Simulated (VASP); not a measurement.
# SrO (P6_3mc) in VASP: dielectric tensor with LDA

Aim: the dielectric tensor of SrO with LDA.

Program: VASP 6.6.1. These are calculated values, not measurements. Logs are shortened: lines on timing, memory, paths and dates and some standing lists are left out, and cuts for length are marked.

## (1) The cell of the first run

It takes space group P6_3mc (No. 186, hexagonal). Conventional cell: a = 4.275 Å, b = 4.275 Å, c = 5.156 Å, α = 90.00°, β = 90.00°, γ = 120.00°. Sr (site symmetry 3m) has 5 O at 2.47 to 2.58 Å within 3.3 Å. O (site symmetry 3m) has 5 Sr at 2.47 to 2.58 Å within 3.3 Å.

## (2) Dielectric tensor, LDA

File INCAR:

```
SYSTEM = SrO
ALGO = Normal ; EDIFF = 1E-8
ENCUT = 520 ; ISIF = 2
ISMEAR = 0 ; LASPH = .TRUE.
LCHARG = .FALSE. ; LEPSILON = .TRUE.
LREAL = .FALSE. ; LWAVE = .FALSE.
NELM = 60 ; PREC = Accurate
SIGMA = 0.01
```

File KPOINTS:

```
k-points
0
G
  5 5 4
  0 0 0
```

File POSCAR:

```
SrO
1.0
    4.2754660000      0.0000000000      0.0000000000
   -2.1377330000      3.7026620000      0.0000000000
    0.0000000000      0.0000000000      5.1555950000
Sr O
2 2
Direct
    0.3333333333      0.6666666667      0.9381280000
    0.6666666667      0.3333333333      0.4381280000
    0.3333333333      0.6666666667      0.4368720000
    0.6666666667      0.3333333333      0.9368720000
```

Potentials or basis: VASP PAW LDA potentials, release 64 (Sr_sv, O).

Started as:

```console
$ cat potpaw_LDA.64/Sr_sv/POTCAR potpaw_LDA.64/O/POTCAR > POTCAR
$ mpirun -np 1 vasp_std > vasp.out
```

OUTCAR:

```text
SYSTEM = SrO
   EDIFF = 1E-8
   ENCUT = 520
   ISIF = 2
   ISMEAR = 0
   LASPH = .TRUE.
   LEPSILON = .TRUE.
   LREAL = .FALSE.
   NELM = 60
   PREC = Accurate

 ion  position               nearest neighbor table
   1  0.333  0.667  0.938-   4 2.47   4 2.47   4 2.47   3 2.57   3 2.58   2 3.57   2 3.57   2 3.57
                             2 3.57   2 3.57   2 3.57
   2  0.667  0.333  0.438-   3 2.47   3 2.47   3 2.47   4 2.57   4 2.58   1 3.57   1 3.57   1 3.57
                             1 3.57   1 3.57   1 3.57
   3  0.333  0.667  0.437-   2 2.47   2 2.47   2 2.47   1 2.57   1 2.58
   4  0.667  0.333  0.937-   1 2.47   1 2.47   1 2.47   2 2.57   2 2.58

  LATTYP: Found a hexagonal cell.
 ALAT       =     4.2754660000
 C/A-ratio  =     1.2058556892

  Lattice vectors:

 A1 = (   4.2754660000,   0.0000000000,   0.0000000000)
 A2 = (  -2.1377330000,   3.7026620000,   0.0000000000)
 A3 = (   0.0000000000,   0.0000000000,   5.1555950000)

Analysis of symmetry for initial positions (statically):
=====================================================================
 Subroutine PRICEL returns:
 Original cell was already a primitive cell.

 Routine SETGRP: Setting up the symmetry group for a
 hexagonal supercell.

 Subroutine GETGRP returns: Found 12 space group operations
 (whereof  6 operations were pure point group operations)
 out of a pool of 24 trial point group operations.

The static configuration has the point symmetry C_3v.
 The point group associated with its full space group is C_6v.

Analysis of symmetry for dynamics (positions and initial velocities):
=====================================================================
 Subroutine PRICEL returns:
 Original cell was already a primitive cell.

 Routine SETGRP: Setting up the symmetry group for a
 hexagonal supercell.

 Subroutine GETGRP returns: Found 12 space group operations
 (whereof  6 operations were pure point group operations)
 out of a pool of 24 trial point group operations.

The dynamic configuration has the point symmetry C_3v.
 The point group associated with its full space group is C_6v.

 Subroutine INISYM returns: Found 12 space group operations
 (whereof  6 operations are pure point group operations),
 and found     1 'primitive' translations

[... 503 lines left out ...]
      2.13773      1.23422      2.25881         0.000000     -0.000000     -0.011540
     -0.00000      2.46844      2.25234         0.000000     -0.000000      0.011540
      2.13773      1.23422      4.83013        -0.000000      0.000000      0.011540
 -----------------------------------------------------------------------------------
    total drift:                               -0.000000      0.000000      0.000396

  FREE ENERGIE OF THE ION-ELECTRON SYSTEM (eV)
  ---------------------------------------------------
  free  energy   TOTEN  =       -26.3464823191 eV

  energy  without entropy=      -26.3464823191  energy(sigma->0) =      -26.34648232

 HEAD OF MICROSCOPIC STATIC DIELECTRIC TENSOR (INDEPENDENT PARTICLE, excluding Hartree and local field effects)
 ------------------------------------------------------
           3.748080     0.000000    -0.000000
           0.000000     3.748080     0.000000
           0.000000     0.000000     3.694722
 ------------------------------------------------------

 Free energy of the ion-electron system (eV)
  ---------------------------------------------------
  ---------------------------------------------------
  free energy    TOTEN  =        -0.58318015 eV

  energy without entropy =       -0.58318015

------------------------ aborting loop because EDIFF is reached ----------------------------------------

--------------------------------------- Ionic step        2  -------------------------------------------

------------------------ aborting loop because EDIFF is reached ----------------------------------------

--------------------------------------- Ionic step        3  -------------------------------------------

 Free energy of the ion-electron system (eV)
  ---------------------------------------------------
  ---------------------------------------------------
  free energy    TOTEN  =        -0.60557534 eV

  energy without entropy =       -0.60557534

------------------------ aborting loop because EDIFF is reached ----------------------------------------

 PIEZOELECTRIC TENSOR FIELD DIRECTION 3  (e Angst)
 -----------------------------------------------------------------------------
     0.00350  0.00000  0.00000           ( -0.00264  0.00000  0.00000)
     0.00000  0.00350  0.00000           (  0.00000 -0.00264  0.00000)
     0.00000  0.00000 -0.03291           (  0.00000  0.00000  0.00136)

 PIEZOELECTRIC TENSOR FIELD DIRECTION 3  (C/m^2)
 -----------------------------------------------------------------------------
     0.00069  0.00000  0.00000
     0.00000  0.00069  0.00000
     0.00000  0.00000 -0.00646

 MACROSCOPIC STATIC DIELECTRIC TENSOR (including local field effects in DFT)
 ------------------------------------------------------
           3.401565    -0.000000    -0.000000
           0.000000     3.401565     0.000000
           0.000000     0.000000     3.520168
 ------------------------------------------------------

 PIEZOELECTRIC TENSOR (including local field effects)  for field in x, y, z        (e  Angst)
          XX          YY          ZZ          XY          YZ          ZX
  --------------------------------------------------------------------------------
  x     0.00000     0.00000     0.00000     0.00000     0.00000     0.01052
  y    -0.00000    -0.00000     0.00000     0.00000     0.01052     0.00000
  z     0.00350     0.00350    -0.03291     0.00000     0.00000     0.00000

 PIEZOELECTRIC TENSOR (including local field effects)  for field in x, y, z        (C/m^2)
          XX          YY          ZZ          XY          YZ          ZX
  --------------------------------------------------------------------------------
  x     0.00000     0.00000     0.00000     0.00000     0.00000     0.00206
  y    -0.00000    -0.00000     0.00000     0.00000     0.00206     0.00000
  z     0.00069     0.00069    -0.00646     0.00000     0.00000     0.00000

 BORN EFFECTIVE CHARGES (including local field effects) (in |e|, cummulative output)
 ---------------------------------------------------------------------------------
 ion    1
    1     2.08792     0.00000     0.00000
    2     0.00000     2.08792     0.00000
    3     0.00000     0.00000     2.41731
 ion    2
    1     2.08792     0.00000    -0.00000
    2    -0.00000     2.08792     0.00000
    3     0.00000    -0.00000     2.41731
 ion    3
    1    -2.08792     0.00000     0.00000
    2     0.00000    -2.08792     0.00000
    3     0.00000     0.00000    -2.41731
 ion    4
    1    -2.08792     0.00000    -0.00000
    2    -0.00000    -2.08792    -0.00000
    3     0.00000    -0.00000    -2.41731
```

Run time: 7.4 min. Hardware: 1 thread of AMD EPYC 7R13 (Zen 3), shared host; peak memory 0.26 GiB.

Results:

```
Band gap on the k mesh                  : 2.45 eV, direct
Electronic dielectric tensor (diagonal) : 3.40, 3.40, 3.52
Born charges (mean of the diagonal)     : Sr +2.20; O -2.20 e
```

Electronic dielectric tensor:
```
3.40 0.00 0.00
0.00 3.40 0.00
0.00 0.00 3.52
```

Born effective charge tensors (e):
atom 1, Sr
```
2.09 0.00 0.00
0.00 2.09 0.00
0.00 0.00 2.42
```
atom 2, Sr
```
2.09 0.00 0.00
0.00 2.09 0.00
0.00 0.00 2.42
```
atom 3, O
```
-2.09  0.00  0.00
 0.00 -2.09  0.00
 0.00  0.00 -2.42
```
atom 4, O
```
-2.09  0.00  0.00
 0.00 -2.09  0.00
 0.00  0.00 -2.42
```
